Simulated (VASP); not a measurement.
# Cu (I4/mmm) in VASP: a series of runs, part 2 of 2

VASP 6.6.1. Earlier steps stand in the parts before.

### 3 Single point, PBEsol (strain -0.015 along x and y, -0.015 along z)

INCAR reads:

```
PREC     = Accurate       # precision mode
ENCUT    = 520            # plane-wave cutoff, eV
EDIFF    = 1E-6           # SCF threshold, eV
ISMEAR   = 0              # smearing method
SIGMA    = 0.15           # smearing width, eV
LREAL    = False          # projectors in reciprocal space
LASPH    = True           # aspherical terms in the spheres
NELM     = 80             # most SCF steps
ALGO     = Normal         # electronic algorithm
ISIF     = 2              # what is computed and relaxed
LWAVE    = False          # write WAVECAR
LCHARG   = False          # write CHGCAR
GGA      = PS             # functional
NBANDS   = 12             # bands
```

KPOINTS reads:

```
regular mesh
0
Gamma
  24 24 24
```

POSCAR reads:

```
Cu
1.0
   -1.4211514202      1.4211514202      1.3554402282
    1.4211514202     -1.4211514202      1.3554402282
    1.4211514202      1.4211514202     -1.3554402282
Cu
1
Direct
    0.0000000000      0.0000000000      0.0000000000
```

Potentials or basis: VASP PAW PBE potentials, release 64 (Cu).

Run with:

```
$ cat potpaw_PBE.64/Cu/POTCAR > POTCAR
$ mpirun -np 1 vasp_std > vasp.out
```

Wall time 50 s (1 thread of Intel Xeon Platinum 8559C (Emerald Rapids), shared host); peak memory 0.24 GiB.

It converged, with:

```
Free energy : -4.2614 eV
Pressure    : 7.4 GPa
```

Levels at points of the mesh, in eV from the Fermi level:
| k point | band 2 | band 3 | band 4 | band 5 | band 6 | band 7 | band 8 | band 9 | band 10 | band 11 |
| --- | --- | --- | --- | --- | --- | --- | --- | --- | --- | --- |
| (0.00, 0.00, 0.00) | -3.50 | -3.28 | -3.28 | -2.34 | -2.12 | 25.30 | 25.30 | 26.56 | 29.63 | 29.94 |
| (0.50, 0.00, 0.00) | -4.25 | -2.25 | -2.01 | -1.40 | -0.69 | 4.94 | 17.69 | 17.99 | 21.89 | 25.22 |
| (0.50, 0.50, 0.00) | -3.99 | -2.42 | -2.15 | -1.42 | -1.08 | 4.40 | 18.96 | 19.47 | 23.08 | 26.32 |
| (0.50, 0.50, 0.50) | -5.06 | -1.61 | -1.61 | -1.56 | 7.88 | 7.88 | 9.78 | 13.68 | 14.39 | 17.58 |

Caveat: the cell differs from its parent crystal (strain -0.015 along x and y, -0.015 along z); the PAW data sets were made with another functional, which shifts forces and pressure a little.

### 4 Single point, PBEsol (strain -0.015 along x and y, +0.000 along z)

INCAR reads:

```
ALGO     = Fast           # electronic algorithm
EDIFF    = 1E-6           # SCF threshold, eV
ENCUT    = 520            # plane-wave cutoff, eV
GGA      = PS             # functional
ISIF     = 2              # what is computed and relaxed
ISMEAR   = 0              # smearing method
LASPH    = True           # aspherical terms in the spheres
LCHARG   = False          # write CHGCAR
LREAL    = False          # projectors in reciprocal space
LWAVE    = False          # write WAVECAR
NBANDS   = 12             # bands
NELM     = 80             # most SCF steps
PREC     = Accurate       # precision mode
SIGMA    = 0.15           # smearing width, eV
```

KPOINTS reads:

```
k-points
0
Gamma
  24 24 24
```

POSCAR reads:

```
Cu
1.0
   -1.4211514202      1.4211514202      1.3760814500
    1.4211514202     -1.4211514202      1.3760814500
    1.4211514202      1.4211514202     -1.3760814500
Cu
1
Direct
    0.0000000000      0.0000000000      0.0000000000
```

Potentials or basis: VASP PAW PBE potentials, release 64 (Cu).

Run with:

```
$ cat potpaw_PBE.64/Cu/POTCAR > POTCAR
$ mpirun -np 1 vasp_std > vasp.out
```

OUTCAR:

```text
EDIFF = 1E-6
   ENCUT = 520
   GGA = PS
   ISIF = 2
   ISMEAR = 0
   LASPH = True
   LREAL = False
   NELM = 80
   PREC = Accurate

 ion  position               nearest neighbor table
   1  0.000  0.000  0.000-

  LATTYP: Found a body centered tetragonal cell.
 ALAT       =     2.8423028404
 C/A-ratio  =     0.9682862997

  Lattice vectors:

 A1 = (  -1.4211514202,   1.4211514202,   1.3760814500)
 A2 = (   1.4211514202,  -1.4211514202,   1.3760814500)
[... 532 lines left out ...]
      4       6.0987      2.00000
      5       6.6012      2.00000
      6       7.6902      1.99999
      7      13.1049      0.00000
      8      25.2589      0.00000
      9      26.0107      0.00000
     10      30.4852      0.00000
     11      33.6635      0.00000
     12      42.5003      0.00000

 [... further k-points ...]
[... 5 lines left out ...]
  --------------------------------------------------------------------------------------
  -------------------------------------------------------------------------------------
  Total        0.3254019      0.3254019      0.3221211      0.0000000     -0.0000000      0.0000000
  in kB       46.8970865     46.8970865     46.4242518      0.0000000     -0.0000000      0.0000000
  external PRESSURE =      46.7394749 kB  Pullay stress =       0.0000000 kB

 VOLUME and BASIS-vectors are now :
 -----------------------------------------------------------------------------
  energy-cutoff  :      520.00
  volume of cell :       11.12
      direct lattice vectors                 reciprocal lattice vectors
    -1.421151420  1.421151420  1.376081450     0.000000000  0.351827394  0.363350585
     1.421151420 -1.421151420  1.376081450     0.351827394  0.000000000  0.363350585
     1.421151420  1.421151420 -1.376081450     0.351827394  0.351827394  0.000000000

 POSITION                                       TOTAL-FORCE (eV/Angst)
 -----------------------------------------------------------------------------------
      0.00000      0.00000      0.00000         0.000000      0.000000     -0.000000
 -----------------------------------------------------------------------------------
    total drift:                                0.000000     -0.000000      0.000000

  FREE ENERGIE OF THE ION-ELECTRON SYSTEM (eV)
  ---------------------------------------------------
  free  energy   TOTEN  =        -4.2676008294 eV

  energy  without entropy=       -4.2633148773  energy(sigma->0) =       -4.26545785
```

OSZICAR:

```text
N       E                     dE             d eps       ncg     rms          rms(c)
DAV:   1     0.419092915826E+02    0.41909E+02   -0.54430E+03 28664   0.157E+03
DAV:   2    -0.405227461905E+01   -0.45962E+02   -0.42390E+02 26300   0.207E+02
DAV:   3    -0.535542290487E+01   -0.13031E+01   -0.12940E+01 29420   0.396E+01
DAV:   4    -0.536298487490E+01   -0.75620E-02   -0.75608E-02 28716   0.268E+00
DAV:   5    -0.536305149525E+01   -0.66620E-04   -0.66619E-04 29660   0.255E-01    0.832E+00
RMM:   6    -0.462162176213E+01    0.74143E+00   -0.33610E+00 32013   0.340E+01    0.437E+00
RMM:   7    -0.428677886243E+01    0.33484E+00   -0.44703E-01 31722   0.119E+01    0.112E+00
RMM:   8    -0.427003106189E+01    0.16748E-01   -0.17713E-02 32818   0.132E+00    0.384E-01
RMM:   9    -0.426750044806E+01    0.25306E-02   -0.51359E-03 33066   0.139E+00    0.302E-02
RMM:  10    -0.426759493216E+01   -0.94484E-04   -0.60343E-04 33835   0.310E-01    0.119E-02
RMM:  11    -0.426759996458E+01   -0.50324E-05   -0.89451E-05 34336   0.153E-01    0.187E-02
RMM:  12    -0.426760028170E+01   -0.31712E-06   -0.30047E-05 35722   0.666E-02    0.440E-03
RMM:  13    -0.426760082939E+01   -0.54769E-06   -0.50768E-06 27193   0.230E-02
   1 F= -.42676008E+01 E0= -.42654579E+01  d E =-.428595E-02
```

Run time: 100 s. Hardware: 1 thread of AMD EPYC 9R45 (Zen 5), shared host; peak memory 0.2 GiB.

Results:

| Quantity | Value |
| --- | --- |
| Free energy | -4.2676 eV |
| Pressure | 4.7 GPa |

Levels at points of the mesh, in eV from the Fermi level:
```csv
k point,band 4,band 5,band 6,band 7,band 8,band 9
"(0.00, 0.00, 0.00)",-3.26,-2.27,-2.12,25.33,25.33,26.15
"(0.50, 0.00, 0.00)",-2.02,-1.38,-0.69,4.79,17.70,17.94
"(0.50, 0.50, 0.00)",-2.11,-1.40,-0.95,4.43,18.55,18.93
"(0.50, 0.50, 0.50)",-1.59,-1.55,8.01,8.01,9.28,13.72
```

Caveat: the cell differs from its parent crystal (strain -0.015 along x and y, +0.000 along z); the PAW data sets were made with another functional, which shifts forces and pressure a little.

### 5 Overview

```tsv
cell	gap on the mesh (eV)	pressure (GPa)
a = 2.422 Å, angles 109.4, 109.4, 109.6°, 1 atom	none	7.4
a = 2.424 Å, angles 108.2, 108.2, 112.0°, 1 atom	none	7.4
a = 2.436 Å, angles 108.6, 108.6, 111.2°, 1 atom	none	4.7
```

Alike in all rows: task single point; level PBEsol; potentials or basis VASP PAW PBE potentials, release 64 (Cu); no spin polarisation; k mesh 24 × 24 × 24; cutoff (eV) 520; smearing gaussian 0.15 eV.

Caveats: the PAW data sets were made with another functional, which shifts forces and pressure a little.

Total energies depend on the potentials used, so only differences within one code and one set of settings carry meaning.
